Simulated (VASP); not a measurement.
## BP: single point with r2SCAN

BP:

```
B P
1.0
     0.00000    2.23424    2.33631
     2.23424    0.00000    2.33631
     2.23424    2.23424    0.00000
B P
1 1
Direct
  0.00000 0.00000 0.00000
  0.75000 0.75000 0.75000
```

This cell differs from its parent crystal: strain -0.015 along x and y, +0.030 along z.

```yaml
Program: VASP 6.6.1
Task: single point
Functional: r2SCAN
Potentials_or_basis: VASP PAW PBE potentials, release 64 (B, P)
Cutoff: 520 eV
k_mesh: 10 × 10 × 10
Occupations: gaussian, width 0.05 eV
Spin: no spin polarisation
Dipole_correction: no
Further_INCAR_settings: ALGO = Normal; EDIFF = 1e-07; NBANDS = 11
```

* Pressure: -0.4 GPa
* Band gap on the k mesh: 1.09 eV, indirect (least direct gap 3.40 eV)

Stress tensor (GPa, compression positive):
```
 4.16  0.00  0.00
 0.00  4.16  0.00
 0.00  0.00 -9.54
```

Levels at points of the mesh, in eV from the valence-band top:
| k point | band 2 | band 3 | band 4 | band 5 | band 6 | band 7 |
| --- | --- | --- | --- | --- | --- | --- |
| (0.00, 0.00, 0.00) | -0.49 | 0.00 | 0.00 | 3.40 | 3.40 | 3.67 |
| (0.50, 0.00, 0.00) | -9.67 | -2.34 | -1.72 | 3.67 | 4.96 | 5.10 |
| (0.50, 0.50, 0.00) | -9.57 | -4.18 | -4.18 | 1.72 | 2.19 | 12.92 |
| (0.50, 0.00, 0.50) | -9.16 | -4.72 | -4.62 | 1.21 | 1.53 | 12.32 |

Run time: 59 s on 1 thread of Intel(R) Xeon(R) Platinum 8259CL CPU @ 2.50GHz (Skylake/Cascade Lake), with other jobs on the host, peak memory 0.15 GiB.

Caveat: the cell differs from its parent crystal (strain -0.015 along x and y, +0.030 along z); the PAW data sets were made with another functional, which shifts forces and pressure a little. A k mesh can miss the band edges.
